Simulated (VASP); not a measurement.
# Mg2PbN2 (P-3m1) in VASP: single point with PBE

Aim: the single point of Mg2PbN2 with PBE.

All numbers are computed with VASP 6.6.1; they aren't measurements. Logs are shortened: lines on timing, memory, paths and dates and some standing lists are left out, and cuts for length are marked.

## (1) The cell of the first run

It takes space group P-3m1 (No. 164, trigonal). Conventional cell: a = 3.627 Å, b = 3.627 Å, c = 6.566 Å, α = 90.00°, β = 90.00°, γ = 120.00°. Within 2.8 Å of Mg (site symmetry 3m) lie 4 N at 2.14 to 2.24 Å and 3 Mg at 2.78 Å. Within 3.8 Å of Pb (site symmetry -3m) lie 6 N at 2.86 Å and 6 Mg at 3.16 Å and 6 Pb at 3.63 Å. N (site symmetry 3m) has 4 Mg at 2.14 to 2.24 Å and 3 Pb at 2.86 Å within 2.9 Å.

## (2) Single point, PBE

INCAR

```
PREC = Accurate
ENCUT = 520
EDIFF = 1E-7
ISMEAR = -1
SIGMA = 0.05
LREAL = F
LASPH = T
NELM = 100
ALGO = Normal
ISIF = 2
LWAVE = F
LCHARG = F
GGA = PE
NBANDS = 22
```

KPOINTS

```
Automatic mesh
0
Gamma
  6 6 4
```

POSCAR

```
Mg2PbN2
1.0
    3.6268635300      0.0000000000      0.0000000000
   -1.8134317600      3.1409559500      0.0000000000
    0.0000000000      0.0000000000      6.5658920000
Mg Pb N
2 1 2
Direct
    0.6666666667      0.3333333333      0.1387760000
    0.3333333333      0.6666666667      0.8612240000
    0.0000000000      0.0000000000      0.5000000000
    0.6666666667      0.3333333333      0.7974550000
    0.3333333333      0.6666666667      0.2025450000
```

Potentials or basis: VASP PAW PBE potentials, release 64 (Mg, Pb_d, N).

On the command line:

```bash
cat potpaw_PBE.64/Mg/POTCAR potpaw_PBE.64/Pb_d/POTCAR potpaw_PBE.64/N/POTCAR > POTCAR
mpirun -np 1 vasp_std > vasp.out
```

OUTCAR:

```text
PREC = Accurate
   ENCUT = 520
   EDIFF = 1E-7
   ISMEAR = -1
   LREAL = F
   LASPH = T
   NELM = 100
   ISIF = 2
   GGA = PE

 ion  position               nearest neighbor table
   1  0.667  0.333  0.139-   5 2.14   5 2.14   5 2.14   4 2.24   2 2.78   2 2.78   2 2.78   3 3.16
                             3 3.16   3 3.16
   2  0.333  0.667  0.861-   4 2.14   4 2.14   4 2.14   5 2.24   1 2.78   1 2.78   1 2.78   3 3.16
                             3 3.16   3 3.16
   3  0.000  0.000  0.500-   4 2.86   5 2.86   5 2.86   4 2.86   4 2.86   5 2.86   1 3.16   2 3.16
                             2 3.16   1 3.16   2 3.16   1 3.16
   4  0.667  0.333  0.797-   2 2.14   2 2.14   2 2.14   1 2.24   3 2.86   3 2.86   3 2.86
   5  0.333  0.667  0.203-   1 2.14   1 2.14   1 2.14   2 2.24   3 2.86   3 2.86   3 2.86

  LATTYP: Found a hexagonal cell.
 ALAT       =     3.6268635300
 C/A-ratio  =     1.8103498920

  Lattice vectors:

 A1 = (   3.6268635300,   0.0000000000,   0.0000000000)
 A2 = (  -1.8134317600,   3.1409559500,   0.0000000000)
 A3 = (   0.0000000000,   0.0000000000,   6.5658920000)

Analysis of symmetry for initial positions (statically):
=====================================================================
 Subroutine PRICEL returns:
 Original cell was already a primitive cell.

 Routine SETGRP: Setting up the symmetry group for a
 hexagonal supercell.

 Subroutine GETGRP returns: Found 12 space group operations
 (whereof 12 operations were pure point group operations)
 out of a pool of 24 trial point group operations.

The static configuration has the point symmetry D_3d.

Analysis of symmetry for dynamics (positions and initial velocities):
=====================================================================
 Subroutine PRICEL returns:
 Original cell was already a primitive cell.

 Routine SETGRP: Setting up the symmetry group for a
 hexagonal supercell.

 Subroutine GETGRP returns: Found 12 space group operations
 (whereof 12 operations were pure point group operations)
 out of a pool of 24 trial point group operations.

The dynamic configuration has the point symmetry D_3d.

 Subroutine INISYM returns: Found 12 space group operations
 (whereof 12 operations are pure point group operations),
 and found     1 'primitive' translations

----------------------------------------------------------------------------------------

                                     Primitive cell

  volume of cell :      74.7975

  direct lattice vectors                    reciprocal lattice vectors
     3.626863530  0.000000000  0.000000000     0.275720327  0.159187205  0.000000000
    -1.813431760  3.140955950  0.000000000     0.000000000  0.318374411  0.000000000
     0.000000000  0.000000000  6.565892000     0.000000000  0.000000000  0.152302231

  length of vectors
     3.626863530  3.626863525  6.565892000     0.318374410  0.318374411  0.152302231

  position of ions in fractional coordinates (direct lattice)
     0.666666667  0.333333333  0.138776000
     0.333333333  0.666666667  0.861224000
     0.000000000  0.000000000  0.500000000
     0.666666667  0.333333333  0.797455000
     0.333333333  0.666666667  0.202545000

  ion indices of the primitive-cell ions
   primitive index   ion index
                 1           1
                 2           2
                 3           3
                 4           4
                 5           5

----------------------------------------------------------------------------------------

 KPOINTS: Automatic mesh

Automatic generation of k-mesh.
 Grid dimensions read from file:
 generate k-points for:    6    6    4

 Generating k-lattice:

  Cartesian coordinates                     Fractional coordinates (reciprocal lattice)
     0.045953388  0.026531201  0.000000000     0.166666667  0.000000000  0.000000000
     0.000000000  0.053062402  0.000000000     0.000000000  0.166666667  0.000000000
     0.000000000  0.000000000  0.038075558     0.000000000  0.000000000  0.250000000

  Length of vectors
     0.053062402  0.053062402  0.038075558

  Shift w.r.t. Gamma in fractional coordinates (k-lattice)
     0.000000000  0.000000000  0.000000000

 Subroutine IBZKPT returns following result:
 ===========================================

 Found     24 irreducible k-points:

 Following reciprocal coordinates:
            Coordinates               Weight
  0.000000  0.000000  0.000000      1.000000
  0.166667  0.000000  0.000000      6.000000
  0.333333  0.000000  0.000000      6.000000
  0.500000 -0.000000  0.000000      3.000000
  0.166667  0.166667  0.000000      6.000000
  0.333333  0.166667  0.000000     12.000000
[... 16 lines left out ...]
  0.333333  0.166667  0.500000     12.000000
  0.333333  0.333333  0.500000      2.000000
   k-points           NKPTS =     24   k-points in BZ     NKDIM =     24   number of bands    NBANDS=     22
   number of dos      NEDOS =    301   number of ions     NIONS =      5
   total plane-waves  NPLWV =  39200
   dimension x,y,z NGX =    28 NGY =   28 NGZ =   50
   dimension x,y,z NGXF=    56 NGYF=   56 NGZF=  100
   ions per type =               2   1   2
   NGX,Y,Z   is equivalent  to a cutoff of  12.83, 12.83, 12.66 a.u.
   NGXF,Y,Z  is equivalent  to a cutoff of  25.67, 25.67, 25.32 a.u.
 SYSTEM =  unknown system
   PREC   = accura    normal or accurate (medium, high low for compatibility)
   ISTART =      0    job   : 0-new  1-cont  2-samecut
   ICHARG =      2    charge: 1-file 2-atom 10-const
   ISPIN  =      1    spin polarized calculation?
   LNONCOLLINEAR =      F non collinear calculations
   LSORBIT =      F    spin-orbit coupling
   LASPH  =      T    aspherical Exc in radial PAW
   ENCUT  =  520.0 eV  38.22 Ry    6.18 a.u.   6.74  6.74 12.21*2*pi/ulx,y,z
   NELM   =    100;   NELMIN=  2; NELMDL= -5     # of ELM steps
   EDIFF  = 0.1E-06   stopping-criterion for ELM
   LREAL  =      F    real-space projection
   EDIFFG = 0.1E-05   stopping-criterion for IOM
   NSW    =      0    number of steps for IOM
   IBRION =     -1    ionic relax: 0-MD 1-quasi-New 2-CG
   NFREE  =      0    steps in history (QN), initial steepest desc. (CG)
   ISIF   =      2    stress and relaxation
   ISYM   =      2    0-nonsym 1-usesym 2-fastsym
   POTIM  = 0.5000    time-step for ionic-motion
   TEBEG  =    0.0;   TEEND  =   0.0 temperature during run
   PSTRESS=    0.0 pullay stress
   NELECT =      28.0000    total number of electrons
   NUPDOWN=      -1.0000    fix difference up-down
   EMIN   =  10.00;   EMAX   =-10.00  energy-range for DOS
   EFERMI =   0.00;   METHOD = LEGACY
   ISMEAR =    -1;   SIGMA  =   0.05  broadening in eV -4-tet -1-fermi 0-gaus
   EFERMI_NEDOS =   21; number of points for ismear=-14 and -15
   IALGO  =     38    algorithm
   IMIX   =      4    mixing-type and parameters
     AMIX     =   0.40;   BMIX     =  1.00
     AMIX_MAG =   1.60;   BMIX_MAG =  1.00
  volume/ion in A,a.u.               =      14.96       100.95
  Fermi-wavevector in a.u.,A,eV,Ry     =   1.179864  2.229619 18.940382  1.392079
  Thomas-Fermi vector in A             =   2.316167
   LORBIT       =      0    0 simple, 1 ext, 2 COOP (PROOUT), +10 PAW based schemes
   GGA     = PE    functional components
   LHFCALC =     F    Hartree Fock is set to
   AEXX    =    0.0000 exact exchange contribution
   IVDW    =     0    specifies the selected vdW correction
   LEPSILON=     F    determine dielectric tensor
   LRPA    =     F    only Hartree local field effects (RPA)
 non-spin polarized calculation
  energy-cutoff  :      520.00
  volume of cell :       74.80
 maximum number of plane-waves:      2040
 NGX is ok and might be reduce to    28
   NGX = 13   NGY = 13   NGZ = 25

 number of electron      27.9999999 magnetization

 Free energy of the ion-electron system (eV)
  ---------------------------------------------------
  ext. energy  EPLUGINS =         0.00000000
  ---------------------------------------------------
  free energy    TOTEN  =       -24.09742712 eV

  energy without entropy =      -24.09581229  energy(sigma->0) =      -24.09661970

 E-fermi :   5.4802     XC(G=0): -10.3019

 val. band max:        5.1155221956   @ k =   0.1667   0.0000   0.5000
 cond. band min:       5.5334268142   @ k =   0.5000  -0.0000   0.5000
 fundamental gap:      0.4179046185
 Fermi energy:         5.4802100846

 k-point     1 :       0.0000    0.0000    0.0000
  band No.  band energies     occupation
      1     -11.7336      2.00000
      2     -11.7336      2.00000
      3     -11.6878      2.00000
      4     -11.5516      2.00000
      5     -11.5516      2.00000
      6      -8.6682      2.00000
[... 14 lines left out ...]
     21      14.8302      0.00000
     22      15.0889      0.00000

 k-point     2 :       0.1667    0.0000    0.0000
  band No.  band energies     occupation
      1     -11.7477      2.00000
      2     -11.6901      2.00000
      3     -11.6543      2.00000
      4     -11.5917      2.00000
      5     -11.5562      2.00000
      6      -8.4389      2.00000
[... 14 lines left out ...]
     21      14.5233      0.00000
     22      14.7420      0.00000

 k-point     3 :       0.3333    0.0000    0.0000
  band No.  band energies     occupation
      1     -11.7833      2.00000
      2     -11.6680      2.00000
      3     -11.6141      2.00000
      4     -11.5829      2.00000
      5     -11.5527      2.00000
      6      -7.8824      2.00000
[... 14 lines left out ...]
     21      14.4013      0.00000
     22      15.0583      0.00000
[... 476 lines left out ...]
 k-point    23 :       0.3333    0.1667    0.5000
  band No.  band energies     occupation
      1     -11.7504      2.00000
      2     -11.6844      2.00000
      3     -11.6254      2.00000
      4     -11.5806      2.00000
      5     -11.5435      2.00000
      6      -7.3518      2.00000
[... 14 lines left out ...]
     21      14.0331      0.00000
     22      14.4666      0.00000

 k-point    24 :       0.3333    0.3333    0.5000
  band No.  band energies     occupation
      1     -11.6723      2.00000
      2     -11.6723      2.00000
      3     -11.6366      2.00000
      4     -11.6366      2.00000
      5     -11.5585      2.00000
      6      -7.1999      2.00000
[... 14 lines left out ...]
     21      14.7713      0.00000
     22      14.7875      0.00000

------------------------ aborting loop because EDIFF is reached ----------------------------------------

  FORCE on cell =-STRESS in cart. coord.  units (eV):
  Direction    XX          YY          ZZ          XY          YZ          ZX
  --------------------------------------------------------------------------------------
  -------------------------------------------------------------------------------------
  Total       -0.2112684     -0.2112684     -0.1820834     -0.0000000      0.0000000     -0.0000000
  in kB       -4.5254152     -4.5254152     -3.9002651     -0.0000000      0.0000000     -0.0000000
  external PRESSURE =      -4.3170319 kB  Pullay stress =       0.0000000 kB

 VOLUME and BASIS-vectors are now :
 -----------------------------------------------------------------------------
  energy-cutoff  :      520.00
  volume of cell :       74.80
      direct lattice vectors                 reciprocal lattice vectors
     3.626863530  0.000000000  0.000000000     0.275720327  0.159187205  0.000000000
    -1.813431760  3.140955950  0.000000000     0.000000000  0.318374411  0.000000000
     0.000000000  0.000000000  6.565892000     0.000000000  0.000000000  0.152302231

 POSITION                                       TOTAL-FORCE (eV/Angst)
 -----------------------------------------------------------------------------------
      1.81343      1.04699      0.91119         0.000000     -0.000000      0.006765
      0.00000      2.09397      5.65470         0.000000      0.000000     -0.006765
      0.00000      0.00000      3.28295        -0.000000      0.000000      0.000000
      1.81343      1.04699      5.23600        -0.000000     -0.000000      0.013563
      0.00000      2.09397      1.32989        -0.000000      0.000000     -0.013563
 -----------------------------------------------------------------------------------
    total drift:                                0.000000      0.000000     -0.000000

  FREE ENERGIE OF THE ION-ELECTRON SYSTEM (eV)
  ---------------------------------------------------
  free  energy   TOTEN  =       -24.0974271158 eV

  energy  without entropy=      -24.0958122917  energy(sigma->0) =      -24.09661970
```

Run time: 28 s. Hardware: 1 thread of Intel Xeon 6975P-C (Granite Rapids), shared host; peak memory 0.2 GiB.

What came out:

```yaml
Free_energy: -24.0974 eV
Pressure: -0.4 GPa
Largest_force: 0.014 eV/Å
Band_gap_on_the_k_mesh: zero (bands 14 and 15 overlap by 0.01 eV)
```

Forces on the atoms (eV/Å):
```
Mg   0.000  0.000  0.007
Mg   0.000  0.000 -0.007
Pb   0.000  0.000  0.000
N    0.000  0.000  0.014
N    0.000  0.000 -0.014
```

Caveat: spin-orbit coupling is left out, which moves the levels of the heavy elements.
